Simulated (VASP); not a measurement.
Li2TlB: relaxation of cell and atoms with PBE

Crystal: Li2TlB.

```xyz
4
Lattice="3.7256 0.0000 0.0000 0.0000 3.7256 0.0000 0.0000 0.0000 5.1574" Properties=species:S:1:pos:R:3 pbc="T T T"
Li    0.0000    0.0000    0.0000
Li    1.8628    1.8628    2.5787
Tl    1.8628    1.8628    0.0000
B     0.0000    0.0000    2.5787
```

The cell was built from a structure type or drawn by symmetry, and may not be a known phase.

```
Program                : VASP 6.6.1
Task                   : relaxation of cell and atoms
Functional             : PBE
Potentials or basis    : VASP PAW PBE potentials, release 64 (Li_sv, Tl_d, B)
Cutoff                 : 600 eV
k mesh                 : 12 × 12 × 10
Occupations            : gaussian, width 0.1 eV
Spin                   : no spin polarisation
Dipole correction      : no
Further INCAR settings : ALGO = Fast; EDIFF = 1e-07; IBRION = 2; EDIFFG = -0.01; NSW = 100; ISIF = 3
```

- Relaxed volume: 17.80 Å³/atom
- Relaxed cell: a = 3.716 Å, b = 3.716 Å, c = 5.155 Å, α = 90.00°, β = 90.00°, γ = 90.00°
- Space group after relaxing (to 0.1 Å): P4/mmm (No. 123)
- Energy gained by relaxing: 1.0 meV/atom
- Ionic steps: 4
- Pressure after relaxing: 0.0 GPa
- Band gap on the k mesh: zero (bands 11 and 12 overlap by 2.53 eV)

Step by step:
```tsv
step	energy change (eV)	largest force (eV/Å)	pressure (GPa)	volume (Å³)
1	0.0000	0.0000	-0.14	71.59
2	-0.0038	0.0000	-0.10	71.43
3	-0.0038	0.0000	0.10	70.96
4	-0.0039	0.0000	0.00	71.18
```

Final structure:
```
Li Tl B
1.0
     3.71594    0.00000    0.00000
     0.00000    3.71594    0.00000
     0.00000    0.00000    5.15491
Li Tl B
2 1 1
Direct
  0.00000 0.00000 0.00000
  0.50000 0.50000 0.50000
  0.50000 0.50000 0.00000
  0.00000 0.00000 0.50000
```

Levels at points of the mesh, in eV from the Fermi level:
| k point | band 8 | band 9 | band 10 | band 11 | band 12 | band 13 | band 14 | band 15 |
| --- | --- | --- | --- | --- | --- | --- | --- | --- |
| (0.00, 0.00, 0.00) | -8.52 | -4.47 | -2.49 | 0.80 | 0.80 | 3.90 | 4.33 | 4.33 |
| (0.50, 0.00, 0.00) | -6.79 | -5.79 | -0.30 | -0.16 | -0.10 | 0.44 | 2.13 | 4.90 |
| (0.50, 0.50, 0.00) | -4.99 | -4.42 | -2.59 | -2.59 | 0.37 | 1.13 | 1.13 | 1.88 |
| (0.00, 0.00, 0.50) | -7.94 | -6.51 | 1.29 | 1.49 | 1.49 | 1.96 | 3.01 | 3.01 |
| (0.50, 0.00, 0.50) | -6.65 | -5.40 | -2.53 | -2.21 | 2.20 | 3.00 | 4.35 | 5.76 |
| (0.50, 0.50, 0.50) | -5.02 | -4.50 | -1.35 | -1.35 | -1.04 | -1.04 | 0.52 | 1.63 |

Wall time 12 min on 1 thread of Intel(R) Xeon(R) 6975P-C (Granite Rapids) (shared host), peak memory 0.4 GiB.

Caveat: the cutoff is under 1.25 times the usual one of these potentials, so pressure, stress and relaxed cells hold a basis-set (Pulay) error; spin-orbit coupling is left out, which moves the levels of the heavy elements.
